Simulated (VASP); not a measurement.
Here is a VASP 6.6.1 calculation.

The input INCAR:

```
  PREC = Accurate
  ENCUT = 520
  EDIFF = 1E-6
  ISMEAR = -1
  SIGMA = 0.02
  LREAL = Auto
  LASPH = T
  NELM = 80
  ALGO = Normal
  ISIF = 2
  LWAVE = F
  LCHARG = T
  GGA = CA
  LELF = T
  LVHAR = T
  NBANDS = 46
  NELECT = 64.0
```

KPOINTS

```
regular mesh
0
Gamma
  2 2 2
```

The input POSCAR:

```
Mg8HO8
1.0
    0.0000000000      4.2993000000      4.2993000000
    4.2993000000      0.0000000000      4.2993000000
    4.2993000000      4.2993000000      0.0000000000
Mg O H
8 8 1
Direct
   -0.0267651711      0.0298075268      0.0210726165
   -0.0116584095      0.0053950643      0.5086176819
   -0.0107026725      0.4893764101      0.0140050706
    0.0008390901      0.5009179401      0.5007818715
    0.4966232875     -0.0032985602      0.0079486195
    0.5012572977      0.0013366129      0.5074887772
    0.5297248389      0.4733168190      0.0210706394
    0.5053165632      0.4884193939      0.5086180308
    0.2506673179      0.2506682483      0.2526329868
    0.2448696299      0.2495199218      0.7583229828
    0.2479455958      0.7480260740      0.2403934361
    0.2508806085      0.7509566674      0.7410757565
    0.7474870328      0.2475682088      0.2676554323
    0.7488498128      0.2489281976      0.7610504036
    0.7505907939      0.7507466332      0.2526318238
    0.7494413044      0.7449491778      0.7583222850
    0.2148128765      0.7148994022     -0.0691070639
```

Potentials or basis: VASP PAW LDA potentials, release 64 (Mg, O, H).

The run is started by

```sh
$ cat potpaw_LDA.64/Mg/POTCAR potpaw_LDA.64/O/POTCAR potpaw_LDA.64/H/POTCAR > POTCAR
$ mpirun -np 1 vasp_std > vasp.out
```

Task: Estimate the largest force.

Result: 0.284 eV/Å.

Forces in eV/Å, atoms in the order of the input:
```
Mg   0.015 -0.013  0.031
Mg   0.000  0.008  0.006
Mg  -0.012 -0.012 -0.007
Mg   0.001  0.001  0.007
Mg   0.003  0.003  0.014
Mg  -0.003 -0.003  0.005
Mg  -0.013  0.015  0.031
Mg   0.008  0.000  0.006
O    0.008 -0.004 -0.001
O   -0.005  0.005  0.019
O   -0.019 -0.018  0.001
O   -0.116 -0.116  0.076
O    0.000  0.000  0.001
O    0.000  0.000  0.008
O   -0.004  0.008 -0.001
O    0.005 -0.005  0.019
H    0.130  0.130 -0.217
```

Caveat: the k points lie up to 0.63 Å⁻¹ apart; the cell carries a net charge on a neutralising background, which shifts energy and pressure.
